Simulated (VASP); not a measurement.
# MoPbO3 (P1) in VASP: single point with LDA

Aim: the single point of MoPbO3 with LDA.

Program: VASP 6.6.1. These are calculated values, not measurements. Logs are shortened: lines on timing, memory, paths and dates and some standing lists are left out, and cuts for length are marked.

## (1) The cell of the first run

The typed cell holds 10 atoms: a = 8.215 Å, b = 4.108 Å, c = 4.108 Å, α = 90.00°, β = 90.00°, γ = 90.00°.

## (2) Single point, LDA

The input, INCAR:

```
  ALGO = Normal
  EDIFF = 1E-6
  ENCUT = 520
  GGA = CA
  GGA_COMPAT = F
  ISIF = 2
  ISMEAR = -1
  LASPH = T
  LCHARG = T
  LELF = T
  LREAL = F
  LVHAR = T
  LWAVE = F
  NBANDS = 57
  NELM = 120
  PREC = Accurate
  SIGMA = 0.05
```

The input, KPOINTS:

```
k-points
0
Gamma
  1 2 2
```

The input, POSCAR:

```
MoPbO3
1.0
    8.2150920000      0.0000000000      0.0000000000
    0.0000000000      4.1075460000      0.0000000000
    0.0000000000      0.0000000000      4.1075460000
Mo Pb O
2 2 6
Direct
    0.2547418824      0.4848291413      0.5193512136
    0.7530515787      0.4840590951      0.4965580422
    0.0000697497     -0.0002276298     -0.0063054680
    0.4968391103      0.0144412260      0.0052403552
    0.2534798150      0.4777667736      0.0046178424
    0.2563275007     -0.0166413231      0.5226777740
    0.0037799942      0.5071709483      0.4316358234
    0.7517747823      0.4851707078      0.0028756830
    0.7459289561     -0.0142863890      0.4963708258
    0.5050468090      0.4615259330      0.5633105509
```

Potentials or basis: VASP PAW LDA potentials, release 64 (Mo_sv, Pb_d, O).

On the command line:

```bash
$ cat potpaw_LDA.64/Mo_sv/POTCAR potpaw_LDA.64/Pb_d/POTCAR potpaw_LDA.64/O/POTCAR > POTCAR
$ mpirun -np 1 vasp_std > vasp.out
```

OUTCAR:

```text
EDIFF = 1E-6
   ENCUT = 520
   GGA = CA
   ISIF = 2
   ISMEAR = -1
   LASPH = T
   LREAL = F
   NELM = 120
   PREC = Accurate

 ion  position               nearest neighbor table
   1  0.255  0.485  0.519-   5 1.99   6 2.05   6 2.06  10 2.07   7 2.09   5 2.11   4 3.42   3 3.48
                             4 3.49   3 3.56   4 3.56   3 3.61   4 3.63   3 3.68
   2  0.753  0.484  0.497-   8 2.03   9 2.05  10 2.06   9 2.06   7 2.08   8 2.08   4 3.50   3 3.50
                             3 3.51   4 3.54   3 3.57   3 3.59   4 3.64   4 3.68
   3  0.000  1.000  0.994-   7 2.71   7 2.75   8 2.85   6 2.86   5 2.86   9 2.92   9 2.94   8 2.94
                             5 2.99   6 3.03   1 3.48   2 3.50   2 3.51   1 3.56   2 3.57   2 3.59
   4  0.497  0.014  0.005-  10 2.58   5 2.76   6 2.80   8 2.85   9 2.88   6 2.90  10 2.91   9 2.93
                            10 2.94   5 2.98   8 3.02   1 3.42   1 3.49   2 3.50   2 3.54   1 3.56
   5  0.253  0.478  0.005-   1 1.99   1 2.11   4 2.76   3 2.86   4 2.98   3 2.99
   6  0.256  0.983  0.523-   1 2.05   1 2.06   4 2.80   3 2.86   4 2.90   3 3.03
   7  0.004  0.507  0.432-   2 2.08   1 2.09   3 2.71   3 2.75
   8  0.752  0.485  0.003-   2 2.03   2 2.08   4 2.85   3 2.85   3 2.94   4 3.02
   9  0.746  0.986  0.496-   2 2.05   2 2.06   4 2.88   3 2.92   4 2.93   3 2.94
  10  0.505  0.462  0.563-   2 2.06   1 2.07   4 2.58   4 2.91   4 2.94

  LATTYP: Found a simple tetragonal cell.
 ALAT       =     4.1075460000
 C/A-ratio  =     2.0000000000

  Lattice vectors:

 A1 = (   0.0000000000,   4.1075460000,   0.0000000000)
 A2 = (   0.0000000000,   0.0000000000,   4.1075460000)
 A3 = (   8.2150920000,   0.0000000000,   0.0000000000)

Analysis of symmetry for initial positions (statically):
=====================================================================
 Subroutine PRICEL returns:
 Original cell was already a primitive cell.

 Routine SETGRP: Setting up the symmetry group for a
 simple tetragonal supercell.

 Subroutine GETGRP returns: Found  1 space group operations
 (whereof  1 operations were pure point group operations)
 out of a pool of 16 trial point group operations.

The static configuration has the point symmetry C_1 .

Analysis of symmetry for dynamics (positions and initial velocities):
=====================================================================
 Subroutine PRICEL returns:
 Original cell was already a primitive cell.

 Routine SETGRP: Setting up the symmetry group for a
 simple tetragonal supercell.

 Subroutine GETGRP returns: Found  1 space group operations
 (whereof  1 operations were pure point group operations)
 out of a pool of 16 trial point group operations.

The dynamic configuration has the point symmetry C_1 .

 Subroutine INISYM returns: Found  1 space group operations
 (whereof  1 operations are pure point group operations),
 and found     1 'primitive' translations

----------------------------------------------------------------------------------------

                                     Primitive cell

  volume of cell :     138.6045

  direct lattice vectors                    reciprocal lattice vectors
     8.215092000  0.000000000  0.000000000     0.121727182  0.000000000  0.000000000
     0.000000000  4.107546000  0.000000000     0.000000000  0.243454364  0.000000000
     0.000000000  0.000000000  4.107546000     0.000000000  0.000000000  0.243454364

  length of vectors
     8.215092000  4.107546000  4.107546000     0.121727182  0.243454364  0.243454364

  position of ions in fractional coordinates (direct lattice)
     0.254741882  0.484829141  0.519351214
     0.753051579  0.484059095  0.496558042
     0.000069750  0.999772370  0.993694532
     0.496839110  0.014441226  0.005240355
     0.253479815  0.477766774  0.004617842
     0.256327501  0.983358677  0.522677774
     0.003779994  0.507170948  0.431635823
     0.751774782  0.485170708  0.002875683
     0.745928956  0.985713611  0.496370826
     0.505046809  0.461525933  0.563310551

  ion indices of the primitive-cell ions
   primitive index   ion index
                 1           1
                 2           2
                 3           3
                 4           4
                 5           5
                 6           6
                 7           7
                 8           8
                 9           9
                10          10

----------------------------------------------------------------------------------------

 KPOINTS: k-points

Automatic generation of k-mesh.
 Grid dimensions read from file:
 generate k-points for:    1    2    2

 Generating k-lattice:

  Cartesian coordinates                     Fractional coordinates (reciprocal lattice)
     0.121727182  0.000000000  0.000000000     1.000000000  0.000000000  0.000000000
     0.000000000  0.121727182  0.000000000     0.000000000  0.500000000  0.000000000
     0.000000000  0.000000000  0.121727182     0.000000000  0.000000000  0.500000000

  Length of vectors
     0.121727182  0.121727182  0.121727182

  Shift w.r.t. Gamma in fractional coordinates (k-lattice)
     0.000000000  0.000000000  0.000000000

 Subroutine IBZKPT returns following result:
 ===========================================

 Found      4 irreducible k-points:

 Following reciprocal coordinates:
            Coordinates               Weight
  0.000000  0.000000  0.000000      1.000000
  0.000000  0.500000  0.000000      1.000000
  0.000000  0.000000  0.500000      1.000000
  0.000000  0.500000  0.500000      1.000000
   k-points           NKPTS =      4   k-points in BZ     NKDIM =      4   number of bands    NBANDS=     57
   number of dos      NEDOS =    301   number of ions     NIONS =     10
   total plane-waves  NPLWV =  65536
   dimension x,y,z NGX =    64 NGY =   32 NGZ =   32
   dimension x,y,z NGXF=   128 NGYF=   64 NGZF=   64
   ions per type =               2   2   6
   NGX,Y,Z   is equivalent  to a cutoff of  12.95, 12.95, 12.95 a.u.
   NGXF,Y,Z  is equivalent  to a cutoff of  25.90, 25.90, 25.90 a.u.
 SYSTEM =  unknown system
   PREC   = accura    normal or accurate (medium, high low for compatibility)
   ISTART =      0    job   : 0-new  1-cont  2-samecut
   ICHARG =      2    charge: 1-file 2-atom 10-const
   ISPIN  =      1    spin polarized calculation?
   LNONCOLLINEAR =      F non collinear calculations
   LSORBIT =      F    spin-orbit coupling
   LASPH  =      T    aspherical Exc in radial PAW
   ENCUT  =  520.0 eV  38.22 Ry    6.18 a.u.  15.27  7.64  7.64*2*pi/ulx,y,z
   NELM   =    120;   NELMIN=  2; NELMDL= -5     # of ELM steps
   EDIFF  = 0.1E-05   stopping-criterion for ELM
   LREAL  =      F    real-space projection
   EDIFFG = 0.1E-04   stopping-criterion for IOM
   NSW    =      0    number of steps for IOM
   IBRION =     -1    ionic relax: 0-MD 1-quasi-New 2-CG
   NFREE  =      0    steps in history (QN), initial steepest desc. (CG)
   ISIF   =      2    stress and relaxation
   ISYM   =      2    0-nonsym 1-usesym 2-fastsym
   POTIM  = 0.5000    time-step for ionic-motion
   TEBEG  =    0.0;   TEEND  =   0.0 temperature during run
   PSTRESS=    0.0 pullay stress
   NELECT =      92.0000    total number of electrons
   NUPDOWN=      -1.0000    fix difference up-down
   EMIN   =  10.00;   EMAX   =-10.00  energy-range for DOS
   EFERMI =   0.00;   METHOD = LEGACY
   ISMEAR =    -1;   SIGMA  =   0.05  broadening in eV -4-tet -1-fermi 0-gaus
   EFERMI_NEDOS =   21; number of points for ismear=-14 and -15
   IALGO  =     38    algorithm
   IMIX   =      4    mixing-type and parameters
     AMIX     =   0.40;   BMIX     =  1.00
     AMIX_MAG =   1.60;   BMIX_MAG =  1.00
  volume/ion in A,a.u.               =      13.86        93.53
  Fermi-wavevector in a.u.,A,eV,Ry     =   1.428055  2.698633 27.746929  2.039342
  Thomas-Fermi vector in A             =   2.548158
   LORBIT       =      0    0 simple, 1 ext, 2 COOP (PROOUT), +10 PAW based schemes
   GGA     = CA    functional components
   LHFCALC =     F    Hartree Fock is set to
   AEXX    =    0.0000 exact exchange contribution
   IVDW    =     0    specifies the selected vdW correction
   LEPSILON=     F    determine dielectric tensor
   LRPA    =     F    only Hartree local field effects (RPA)
 non-spin polarized calculation
  energy-cutoff  :      520.00
  volume of cell :      138.60
 maximum number of plane-waves:      3751
 NGX is ok and might be reduce to    64
   NGX = 31   NGY = 15   NGZ = 15

 number of electron      91.9999989 magnetization

 Free energy of the ion-electron system (eV)
  ---------------------------------------------------
  ext. energy  EPLUGINS =         0.00000000
  ---------------------------------------------------
  free energy    TOTEN  =       -82.43972836 eV

  energy without entropy =      -82.40926482  energy(sigma->0) =      -82.42449659

 E-fermi :   7.6263     XC(G=0): -11.7327

 val. band max:        7.5635137058   @ k =   0.0000   0.0000   0.5000
 cond. band min:       7.7126303167   @ k =   0.0000   0.0000   0.0000
 fundamental gap:      0.1491166109
 Fermi energy:         7.6262743837

 k-point     1 :       0.0000    0.0000    0.0000
  band No.  band energies     occupation
      1     -55.1291      2.00000
      2     -55.1148      2.00000
      3     -29.4219      2.00000
      4     -29.4135      2.00000
      5     -29.4008      2.00000
      6     -29.3863      2.00000
[... 49 lines left out ...]
     56      11.3761      0.00000
     57      11.4149      0.00000

 k-point     2 :       0.0000    0.5000    0.0000
  band No.  band energies     occupation
      1     -55.1284      2.00000
      2     -55.1140      2.00000
      3     -29.4630      2.00000
      4     -29.4450      2.00000
      5     -29.4154      2.00000
      6     -29.3857      2.00000
[... 49 lines left out ...]
     56      10.1070      0.00000
     57      11.1279      0.00000

 k-point     3 :       0.0000    0.0000    0.5000
  band No.  band energies     occupation
      1     -55.1284      2.00000
      2     -55.1140      2.00000
      3     -29.4574      2.00000
      4     -29.4250      2.00000
      5     -29.4153      2.00000
      6     -29.3985      2.00000
[... 49 lines left out ...]
     56      10.1274      0.00000
     57      11.1407      0.00000

 k-point     4 :       0.0000    0.5000    0.5000
  band No.  band energies     occupation
      1     -55.1277      2.00000
      2     -55.1133      2.00000
      3     -29.4610      2.00000
      4     -29.4552      2.00000
      5     -29.4428      2.00000
      6     -29.4225      2.00000
[... 49 lines left out ...]
     56      11.2731      0.00000
     57      11.4226      0.00000

------------------------ aborting loop because EDIFF is reached ----------------------------------------

  FORCE on cell =-STRESS in cart. coord.  units (eV):
  Direction    XX          YY          ZZ          XY          YZ          ZX
  --------------------------------------------------------------------------------------
  -------------------------------------------------------------------------------------
  Total      -15.0261051    -20.7880176    -19.7821937     -0.0367096      0.5574648     -0.0098768
  in kB     -173.6919545   -240.2958969   -228.6692304     -0.4243387      6.4439287     -0.1141692
  external PRESSURE =    -214.2190273 kB  Pullay stress =       0.0000000 kB

 VOLUME and BASIS-vectors are now :
 -----------------------------------------------------------------------------
  energy-cutoff  :      520.00
  volume of cell :      138.60
      direct lattice vectors                 reciprocal lattice vectors
     8.215092000  0.000000000  0.000000000     0.121727182  0.000000000  0.000000000
     0.000000000  4.107546000  0.000000000     0.000000000  0.243454364  0.000000000
     0.000000000  0.000000000  4.107546000     0.000000000  0.000000000  0.243454364

 POSITION                                       TOTAL-FORCE (eV/Angst)
 -----------------------------------------------------------------------------------
      2.09273      1.99146      2.13326        -0.291441      0.022232     -0.606918
      6.18639      1.98829      2.03964        -0.319859      0.173214     -0.002341
      0.00057      4.10661      4.08165        -0.060403     -0.020117      0.195618
      4.08158      0.05932      0.02153         0.131955      0.100063     -0.151052
      2.08236      1.96245      0.01897         0.205034      0.071030      0.272097
      2.10575      4.03919      2.14692        -0.065544     -0.092807     -0.148414
      0.03105      2.08323      1.77296         0.018947      0.209788      0.468847
      6.17590      1.99286      0.01181         0.115881     -0.123493     -0.064676
      6.12787      4.04886      2.03887         0.450591     -0.128522      0.090022
      4.14901      1.89574      2.31382        -0.185160     -0.211388     -0.053183
 -----------------------------------------------------------------------------------
    total drift:                                0.000087     -0.000221     -0.000417

  FREE ENERGIE OF THE ION-ELECTRON SYSTEM (eV)
  ---------------------------------------------------
  free  energy   TOTEN  =       -82.4397283610 eV

  energy  without entropy=      -82.4092648180  energy(sigma->0) =      -82.42449659
```

Run time: 80 s. Hardware: 1 thread of AMD EPYC 7R43 (Zen 3), shared host; peak memory 0.17 GiB.

Results:

- Free energy: -82.4397 eV
- Pressure: -21.4 GPa
- Largest force: 0.674 eV/Å
- Band gap on the k mesh: zero (bands 46 and 47 overlap by 2.19 eV)

Forces in eV/Å, atoms in the order of the input:
```
Mo  -0.291  0.022 -0.607
Mo  -0.320  0.173 -0.002
Pb  -0.060 -0.020  0.196
Pb   0.132  0.100 -0.151
O    0.205  0.071  0.272
O   -0.066 -0.093 -0.148
O    0.019  0.210  0.469
O    0.116 -0.123 -0.065
O    0.451 -0.129  0.090
O   -0.185 -0.211 -0.053
```

Stress tensor (GPa, compression positive):
```
-17.37  -0.04  -0.01
 -0.04 -24.03   0.64
 -0.01   0.64 -22.87
```

Levels at points of the mesh, in eV from the Fermi level:
```
           k point  band 44  band 45  band 46  band 47  band 48  band 49
(0.00, 0.00, 0.00)    -2.70    -1.72    -1.71    -1.63    -1.52     0.09
(0.00, 0.50, 0.00)    -2.60    -1.51    -0.51     0.41     0.47     0.51
(0.00, 0.00, 0.50)    -2.54    -1.62    -0.06     0.39     0.47     0.53
(0.00, 0.50, 0.50)    -2.66     0.52     0.56     0.90     0.99     1.01
```

Caveat: the k points lie up to 0.76 Å⁻¹ apart, too coarse for converged energies and pressures of a metal; spin-orbit coupling is left out, which moves the levels of the heavy elements.
